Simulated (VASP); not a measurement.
# AlNi (P4/mmm) in VASP: further runs

AlNi is run at these levels: PBEsol; tasks: single point.

Program: VASP 6.6.1. These are calculated values, not measurements. Logs are shortened: lines on timing, memory, paths and dates and some standing lists are left out, and cuts for length are marked.

### 1 The cell of the first run

It takes space group P4/mmm (No. 123, tetragonal). Conventional cell: a = 2.906 Å, b = 2.906 Å, c = 2.639 Å, α = 90.00°, β = 90.00°, γ = 90.00°. Within 3.2 Å of Al (site symmetry 4/mmm) lie 8 Ni at 2.44 Å and 6 Al at 2.64 to 2.91 Å. Ni (site symmetry 4/mmm) has 8 Al at 2.44 Å and 6 Ni at 2.64 to 2.91 Å within 3.2 Å.

### 2 Single point, PBEsol

Input file INCAR:

```
SYSTEM = AlNi
PREC = Accurate
ENCUT = 520
EDIFF = 1E-7
ISMEAR = 0
SIGMA = 0.15
LREAL = .FALSE.
LASPH = .TRUE.
NELM = 60
ALGO = Fast
ISIF = 2
LWAVE = .FALSE.
LCHARG = .FALSE.
GGA = PS
NBANDS = 14
```

Input file KPOINTS:

```
Automatic mesh
0
G
  16 16 16
  0 0 0
```

Input file POSCAR:

```
AlNi
1.0
    2.0548796087     -2.0548250032      0.0000000000
    2.0548796087      2.0548250032      0.0000000000
    0.0000000000      0.0000000000      2.6394000000
Al Ni
1 1
Direct
    0.0000000000      0.0000000000      0.0000000000
    0.5000000000      0.5000000000      0.5000000000
```

Potentials or basis: VASP PAW PBE potentials, release 64 (Al, Ni).

The run is started by

```console
$ cat potpaw_PBE.64/Al/POTCAR potpaw_PBE.64/Ni/POTCAR > POTCAR
$ mpirun -np 1 vasp_std > vasp.out
```

OUTCAR:

```text
SYSTEM = AlNi
   PREC = Accurate
   ENCUT = 520
   EDIFF = 1E-7
   ISMEAR = 0
   LREAL = .FALSE.
   LASPH = .TRUE.
   NELM = 60
   ISIF = 2
   GGA = PS

 ion  position               nearest neighbor table
   1  0.000  0.000  0.000-   2 2.44   2 2.44   2 2.44   2 2.44   2 2.44   2 2.44   2 2.44   2 2.44

   2  0.500  0.500  0.500-   1 2.44   1 2.44   1 2.44   1 2.44   1 2.44   1 2.44   1 2.44   1 2.44

  LATTYP: Found a base centered orthorhombic cell.
 ALAT       =     4.1096500064
 B/A-ratio  =     1.0000265743
 C/A-ratio  =     0.6422444724

  Lattice vectors:

 A1 = (  -2.0548796087,  -2.0548250032,   0.0000000000)
 A2 = (   2.0548796087,  -2.0548250032,   0.0000000000)
 A3 = (   0.0000000000,   0.0000000000,   2.6394000000)

Analysis of symmetry for initial positions (statically):
=====================================================================
 Subroutine PRICEL returns:
 Original cell was already a primitive cell.

 Routine SETGRP: Setting up the symmetry group for a
 base centered orthorhombic supercell.

 Subroutine GETGRP returns: Found  8 space group operations
 (whereof  8 operations were pure point group operations)
 out of a pool of  8 trial point group operations.

The static configuration has the point symmetry D_2h.

Analysis of symmetry for dynamics (positions and initial velocities):
=====================================================================
 Subroutine PRICEL returns:
 Original cell was already a primitive cell.

 Routine SETGRP: Setting up the symmetry group for a
 base centered orthorhombic supercell.

 Subroutine GETGRP returns: Found  8 space group operations
 (whereof  8 operations were pure point group operations)
 out of a pool of  8 trial point group operations.

The dynamic configuration has the point symmetry D_2h.

 Subroutine INISYM returns: Found  8 space group operations
 (whereof  8 operations are pure point group operations),
 and found     1 'primitive' translations

----------------------------------------------------------------------------------------

                                     Primitive cell

  volume of cell :      22.2893

  direct lattice vectors                    reciprocal lattice vectors
     2.054879609 -2.054825003  0.000000000     0.243323257 -0.243329724  0.000000000
     2.054879609  2.054825003  0.000000000     0.243323257  0.243329724  0.000000000
     0.000000000  0.000000000  2.639400000     0.000000000  0.000000000  0.378873987

  length of vectors
     2.906000000  2.906000000  2.639400000     0.344115623  0.344115623  0.378873987

  position of ions in fractional coordinates (direct lattice)
     0.000000000  0.000000000  0.000000000
     0.500000000  0.500000000  0.500000000

  ion indices of the primitive-cell ions
   primitive index   ion index
                 1           1
                 2           2

----------------------------------------------------------------------------------------

 KPOINTS: Automatic mesh

Automatic generation of k-mesh.
 Grid dimensions read from file:
 generate k-points for:   16   16   16

 Generating k-lattice:

  Cartesian coordinates                     Fractional coordinates (reciprocal lattice)
     0.015207704 -0.015208108  0.000000000     0.062500000  0.000000000  0.000000000
     0.015207704  0.015208108  0.000000000     0.000000000  0.062500000  0.000000000
     0.000000000  0.000000000  0.023679624     0.000000000  0.000000000  0.062500000

  Length of vectors
     0.021507226  0.021507226  0.023679624

  Shift w.r.t. Gamma in fractional coordinates (k-lattice)
     0.000000000  0.000000000  0.000000000

 Subroutine IBZKPT returns following result:
 ===========================================

 Found    657 irreducible k-points:

 Following reciprocal coordinates:
            Coordinates               Weight
  0.000000  0.000000  0.000000      1.000000
  0.062500  0.000000  0.000000      4.000000
  0.125000  0.000000  0.000000      4.000000
  0.187500  0.000000  0.000000      4.000000
  0.250000  0.000000  0.000000      4.000000
  0.312500  0.000000  0.000000      4.000000
[... 16 lines left out ...]
 -0.125000  0.062500  0.000000      4.000000
 -0.062500  0.062500  0.000000      2.000000
 [... further k-points ...]
   k-points           NKPTS =    657   k-points in BZ     NKDIM =    657   number of bands    NBANDS=     14
   number of dos      NEDOS =    301   number of ions     NIONS =      2
   total plane-waves  NPLWV =  11520
   dimension x,y,z NGX =    24 NGY =   24 NGZ =   20
   dimension x,y,z NGXF=    48 NGYF=   48 NGZF=   40
   ions per type =               1   1
   NGX,Y,Z   is equivalent  to a cutoff of  13.73, 13.73, 12.60 a.u.
   NGXF,Y,Z  is equivalent  to a cutoff of  27.46, 27.46, 25.19 a.u.
 SYSTEM =  AlNi
   PREC   = accura    normal or accurate (medium, high low for compatibility)
   ISTART =      0    job   : 0-new  1-cont  2-samecut
   ICHARG =      2    charge: 1-file 2-atom 10-const
   ISPIN  =      1    spin polarized calculation?
   LNONCOLLINEAR =      F non collinear calculations
   LSORBIT =      F    spin-orbit coupling
   LASPH  =      T    aspherical Exc in radial PAW
   ENCUT  =  520.0 eV  38.22 Ry    6.18 a.u.   5.40  5.40  4.91*2*pi/ulx,y,z
   NELM   =     60;   NELMIN=  2; NELMDL= -5     # of ELM steps
   EDIFF  = 0.1E-06   stopping-criterion for ELM
   LREAL  =      F    real-space projection
   EDIFFG = 0.1E-05   stopping-criterion for IOM
   NSW    =      0    number of steps for IOM
   IBRION =     -1    ionic relax: 0-MD 1-quasi-New 2-CG
   NFREE  =      0    steps in history (QN), initial steepest desc. (CG)
   ISIF   =      2    stress and relaxation
   ISYM   =      2    0-nonsym 1-usesym 2-fastsym
   POTIM  = 0.5000    time-step for ionic-motion
   TEBEG  =    0.0;   TEEND  =   0.0 temperature during run
   PSTRESS=    0.0 pullay stress
   NELECT =      13.0000    total number of electrons
   NUPDOWN=      -1.0000    fix difference up-down
   EMIN   =  10.00;   EMAX   =-10.00  energy-range for DOS
   EFERMI =   0.00;   METHOD = LEGACY
   ISMEAR =     0;   SIGMA  =   0.15  broadening in eV -4-tet -1-fermi 0-gaus
   EFERMI_NEDOS =   21; number of points for ismear=-14 and -15
   IALGO  =     68    algorithm
   IMIX   =      4    mixing-type and parameters
     AMIX     =   0.40;   BMIX     =  1.00
     AMIX_MAG =   1.60;   BMIX_MAG =  1.00
  volume/ion in A,a.u.               =      11.14        75.21
  Fermi-wavevector in a.u.,A,eV,Ry     =   1.367804  2.584774 25.454966  1.870887
  Thomas-Fermi vector in A             =   2.493824
   LORBIT       =      0    0 simple, 1 ext, 2 COOP (PROOUT), +10 PAW based schemes
   GGA     = PS    functional components
   LHFCALC =     F    Hartree Fock is set to
   AEXX    =    0.0000 exact exchange contribution
   IVDW    =     0    specifies the selected vdW correction
   LEPSILON=     F    determine dielectric tensor
   LRPA    =     F    only Hartree local field effects (RPA)
 non-spin polarized calculation
 RMM-DIIS sequential band-by-band and
 Gauss-broadening in eV      SIGMA  =   0.15
  energy-cutoff  :      520.00
  volume of cell :       22.29
 maximum number of plane-waves:       621
 NGX is ok and might be reduce to    24

 number of electron      13.0000002 magnetization

 Free energy of the ion-electron system (eV)
  ---------------------------------------------------
  ext. energy  EPLUGINS =         0.00000000
  ---------------------------------------------------
  free energy    TOTEN  =       -11.50562537 eV

  energy without entropy =      -11.49586113  energy(sigma->0) =      -11.50074325

 E-fermi :  10.8609     XC(G=0): -12.5115

 val. band max:       10.8504921800   @ k =  -0.3750   0.3125   0.5000
 cond. band min:      10.8618833405   @ k =  -0.4375   0.2500   0.4375
 fundamental gap:      0.0113911605
 Fermi energy:        10.8609486819

 k-point     1 :       0.0000    0.0000    0.0000
  band No.  band energies     occupation
      1      -0.8094      2.00000
      2       7.2128      2.00000
      3       7.2538      2.00000
      4       8.9602      2.00000
      5       9.2822      2.00000
      6       9.2823      2.00000
      7      15.4800      0.00000
      8      15.4802      0.00000
      9      18.8133      0.00000
     10      19.2161      0.00000
     11      19.2461      0.00000
     12      26.3076      0.00000
     13      31.0719      0.00000
     14      33.4738      0.00000

 k-point     2 :       0.0625    0.0000    0.0000
  band No.  band energies     occupation
      1      -0.7384      2.00000
      2       7.2057      2.00000
      3       7.2638      2.00000
      4       8.9242      2.00000
      5       9.2610      2.00000
      6       9.2849      2.00000
      7      14.8119      0.00000
      8      15.5807      0.00000
      9      19.0094      0.00000
     10      19.3309      0.00000
     11      19.7141      0.00000
     12      26.4505      0.00000
     13      30.1373      0.00000
     14      32.6705      0.00000

 k-point     3 :       0.1250    0.0000    0.0000
  band No.  band energies     occupation
      1      -0.5261      2.00000
      2       7.1556      2.00000
      3       7.3060      2.00000
      4       8.8253      2.00000
      5       9.2014      2.00000
      6       9.2926      2.00000
      7      13.5504      0.00000
      8      15.8737      0.00000
      9      19.0405      0.00000
     10      19.5813      0.00000
     11      21.0005      0.00000
     12      26.9059      0.00000
     13      28.6177      0.00000
     14      31.2880      0.00000

 k-point     4 :       0.1875    0.0000    0.0000
  band No.  band energies     occupation
      1      -0.1751      2.00000
      2       7.0127      2.00000
      3       7.3754      2.00000
      4       8.6861      2.00000
      5       9.1147      2.00000
      6       9.3041      2.00000
      7      12.2874      0.00000
      8      16.3369      0.00000
      9      19.0376      0.00000
     10      19.9864      0.00000
     11      22.3067      0.00000
     12      27.0881      0.00000
     13      27.7135      0.00000
     14      30.1061      0.00000

 k-point     5 :       0.2500    0.0000    0.0000
  band No.  band energies     occupation
      1       0.3102      2.00000
      2       6.6956      2.00000
      3       7.4594      2.00000
      4       8.5334      2.00000
      5       9.0158      2.00000
      6       9.3177      2.00000
      7      11.2393      0.00036
      8      16.9442      0.00000
      9      19.0266      0.00000
     10      20.5313      0.00000
     11      23.3987      0.00000
[... 276 lines left out ...]
 k-point    22 :      -0.1875    0.0625    0.0000
  band No.  band energies     occupation
      1      -0.1056      2.00000
      2       7.0361      2.00000
      3       7.3688      2.00000
      4       8.6379      2.00000
      5       9.1175      2.00000
      6       9.2836      2.00000
      7      12.3572      0.00000
      8      15.5947      0.00000
      9      19.7411      0.00000
     10      20.0699      0.00000
     11      22.3892      0.00000
     12      26.2876      0.00000
     13      27.9249      0.00000
     14      30.1696      0.00000

 k-point    23 :      -0.1250    0.0625    0.0000
  band No.  band energies     occupation
      1      -0.4557      2.00000
      2       7.1714      2.00000
      3       7.2995      2.00000
      4       8.7820      2.00000
      5       9.2039      2.00000
      6       9.2720      2.00000
      7      13.6225      0.00000
      8      15.1853      0.00000
      9      19.6655      0.00000
     10      19.7278      0.00000
     11      21.0529      0.00000
     12      27.0003      0.00000
     13      27.8375      0.00000
     14      31.5795      0.00000

 k-point    24 :      -0.0625    0.0625    0.0000
  band No.  band energies     occupation
      1      -0.6675      2.00000
      2       7.2080      2.00000
      3       7.2661      2.00000
      4       8.8862      2.00000
      5       9.2607      2.00000
      6       9.2668      2.00000
      7      14.8101      0.00000
      8      15.0002      0.00000
      9      19.4155      0.00000
     10      19.7092      0.00000
     11      19.7224      0.00000
     12      26.5895      0.00000
     13      29.2539      0.00000
     14      32.8641      0.00000

 [... further k-points ...]
[... 5 lines left out ...]
  --------------------------------------------------------------------------------------
  -------------------------------------------------------------------------------------
  Total        0.9135624      0.9147144      2.6451930      0.0000000      0.0000000      0.0000000
  in kB       65.6677864     65.7505897    190.1391349      0.0000000      0.0000000      0.0000000
  external PRESSURE =     107.1858370 kB  Pullay stress =       0.0000000 kB

 VOLUME and BASIS-vectors are now :
 -----------------------------------------------------------------------------
  energy-cutoff  :      520.00
  volume of cell :       22.29
      direct lattice vectors                 reciprocal lattice vectors
     2.054879609 -2.054825003  0.000000000     0.243323257 -0.243329724  0.000000000
     2.054879609  2.054825003  0.000000000     0.243323257  0.243329724  0.000000000
     0.000000000  0.000000000  2.639400000     0.000000000  0.000000000  0.378873987

 POSITION                                       TOTAL-FORCE (eV/Angst)
 -----------------------------------------------------------------------------------
      0.00000      0.00000      0.00000         0.000000      0.000000      0.000000
      2.05488      0.00000      1.31970        -0.000000     -0.000000      0.000000
 -----------------------------------------------------------------------------------
    total drift:                                0.000000     -0.000000     -0.000000

  FREE ENERGIE OF THE ION-ELECTRON SYSTEM (eV)
  ---------------------------------------------------
  free  energy   TOTEN  =       -11.5056253671 eV

  energy  without entropy=      -11.4958611320  energy(sigma->0) =      -11.50074325
```

It took 2.3 min on 1 thread of Intel Xeon Platinum 8259CL at 2.50GHz (Skylake/Cascade Lake), shared host; peak memory 0.32 GiB.

Results:

* Free energy: -11.5056 eV
* Pressure: 10.7 GPa

Stress tensor (GPa, compression positive):
```
 6.57  0.00  0.00
 0.00  6.58  0.00
 0.00  0.00 19.01
```

Caveat: the PAW data sets were made with another functional, which shifts forces and pressure a little. Spin polarisation is off, so any magnetic state and its effect on volume and gap are missing.

### 3 Single point, PBEsol

This run uses another cell than the first one, of the same volume but with other edges.

Input file INCAR:

```
SYSTEM = AlNi
  ALGO = Fast
  EDIFF = 1E-6
  ENCUT = 520
  GGA = PS
  ISIF = 2
  ISMEAR = 0
  LASPH = .TRUE.
  LCHARG = .TRUE.
  LELF = .TRUE.
  LREAL = .FALSE.
  LVHAR = .TRUE.
  LWAVE = .FALSE.
  NBANDS = 14
  NELM = 80
  PREC = Accurate
  SIGMA = 0.15
```

Input file KPOINTS:

```
k-points
0
G
  16 16 16
  0 0 0
```

Input file POSCAR:

```
AlNi
1.0
    1.9201739771     -1.9201229512      0.0000000000
    1.9201739771      1.9201229512      0.0000000000
    0.0000000000      0.0000000000      3.0219000000
Al Ni
1 1
Direct
    0.0000000000      0.0000000000      0.0000000000
    0.5000000000      0.5000000000      0.5000000000
```

Potentials or basis: VASP PAW PBE potentials, release 64 (Al, Ni).

The run is started by

```console
$ cat potpaw_PBE.64/Al/POTCAR potpaw_PBE.64/Ni/POTCAR > POTCAR
$ mpirun -np 1 vasp_std > vasp.out
```

Wall time 2.2 min (1 thread of Intel Xeon Platinum 8259CL at 2.50GHz (Skylake/Cascade Lake), shared host); peak memory 0.31 GiB.

The run converged. Its results:

* Free energy: -11.5155 eV
* Pressure: 10.5 GPa

Stress tensor (GPa, compression positive):
```
12.78  0.00  0.00
 0.00 12.79  0.00
 0.00  0.00  5.98
```

Levels at points of the mesh, in eV from the Fermi level:
| k point | band 3 | band 4 | band 5 | band 6 | band 7 | band 8 | band 9 | band 10 | band 11 | band 12 |
| --- | --- | --- | --- | --- | --- | --- | --- | --- | --- | --- |
| (0.00, 0.00, 0.00) | -3.56 | -1.77 | -1.77 | -1.48 | 3.31 | 7.19 | 7.19 | 7.52 | 8.79 | 15.47 |
| (0.50, 0.00, 0.00) | -3.03 | -2.91 | -2.25 | -1.64 | -0.40 | 8.08 | 8.18 | 10.01 | 11.76 | 13.16 |
| (0.50, 0.50, 0.00) | -2.61 | -2.61 | -2.55 | -2.55 | -0.93 | 2.26 | 3.53 | 11.46 | 14.18 | 14.18 |
| (0.00, 0.00, 0.50) | -3.20 | -2.26 | -2.26 | -1.43 | -1.26 | 8.46 | 11.38 | 11.38 | 12.01 | 12.01 |
| (0.50, 0.00, 0.50) | -3.56 | -3.02 | -2.17 | -2.08 | -1.28 | 1.39 | 2.48 | 14.15 | 15.97 | 16.66 |
| (0.50, 0.50, 0.50) | -4.43 | -1.25 | -0.92 | 1.78 | 2.07 | 2.07 | 4.39 | 4.39 | 4.42 | 5.57 |

Caveat: the PAW data sets were made with another functional, which shifts forces and pressure a little.

### 4 Single point, PBEsol

This run uses another cell than the first one, of 11.42 Å³/atom, 1.025 times its volume.

Input file INCAR:

```
SYSTEM = AlNi
ALGO     = Fast           ! electronic algorithm
EDIFF    = 1E-6           ! SCF threshold, eV
ENCUT    = 520            ! plane-wave cutoff, eV
GGA      = PS             ! functional
ISIF     = 2              ! what is computed and relaxed
ISMEAR   = 0              ! smearing method
LASPH    = .TRUE.         ! aspherical terms in the spheres
LCHARG   = .FALSE.        ! write CHGCAR
LREAL    = .FALSE.        ! projectors in reciprocal space
LWAVE    = .FALSE.        ! write WAVECAR
NBANDS   = 14             ! bands
NELM     = 80             ! most SCF steps
PREC     = Accurate       ! precision mode
SIGMA    = 0.15           ! smearing width, eV
```

KPOINTS is that of step 3.

POSCAR: that of step 3 with these lines changed.

```diff
@@ -4,3 +4,3 @@
     1.9201739771      1.9201229512      0.0000000000
-    0.0000000000      0.0000000000      3.0219000000
+    0.0000000000      0.0000000000      3.0984000000
 Al Ni
```

The run is started by

```console
$ cat potpaw_PBE.64/Al/POTCAR potpaw_PBE.64/Ni/POTCAR > POTCAR
$ mpirun -np 1 vasp_std > vasp.out
```

It took 2 min on 1 thread of Intel Xeon Platinum 8259CL at 2.50GHz (Skylake/Cascade Lake), shared host; peak memory 0.31 GiB.

Results (log left out):

- Free energy: -11.5272 eV
- Pressure: 5.4 GPa

Stress tensor (GPa, compression positive):
```
7.87 0.00 0.00
0.00 7.88 0.00
0.00 0.00 0.44
```

Levels at points of the mesh, in eV from the Fermi level:
```csv
k point,band 4,band 5,band 6,band 7,band 8,band 9,band 10,band 11
"(0.00, 0.00, 0.00)",-1.72,-1.72,-1.38,2.73,7.12,7.38,7.38,8.80
"(0.50, 0.00, 0.00)",-2.92,-2.14,-1.59,-0.34,7.64,7.90,9.46,11.95
"(0.50, 0.50, 0.00)",-2.58,-2.37,-2.37,-0.87,2.35,3.54,10.90,13.61
"(0.00, 0.00, 0.50)",-2.15,-2.15,-1.36,-1.34,8.47,11.49,11.49,11.86
"(0.50, 0.00, 0.50)",-2.93,-2.07,-1.96,-1.31,1.33,2.27,14.10,15.85
"(0.50, 0.50, 0.50)",-1.26,-0.86,1.79,2.14,2.14,4.18,4.18,4.22
```

Caveat: the PAW data sets were made with another functional, which shifts forces and pressure a little.

### 5 The runs side by side

| cell | further INCAR settings | gap on the mesh (eV) | pressure (GPa) |
| --- | --- | --- | --- |
| a = 2.906, b = 2.906, c = 2.639 Å, 2 atoms | ALGO = Fast; EDIFF = 1e-07; NBANDS = 14 | none | 10.7 |
| a = 2.716, b = 2.716, c = 3.022 Å, 2 atoms | ALGO = Fast; EDIFF = 1e-06; NBANDS = 14 | none | 10.5 |
| a = 2.716, b = 2.716, c = 3.098 Å, 2 atoms | ALGO = Fast; EDIFF = 1e-06; NBANDS = 14 | none | 5.4 |

Alike in all rows: task single point; level PBEsol; potentials or basis VASP PAW PBE potentials, release 64 (Al, Ni); no spin polarisation; k mesh 16 × 16 × 16; cutoff (eV) 520; smearing gaussian 0.15 eV.

Caveats: the PAW data sets were made with another functional, which shifts forces and pressure a little.

Absolute energies hang on the potentials; compare differences alone.
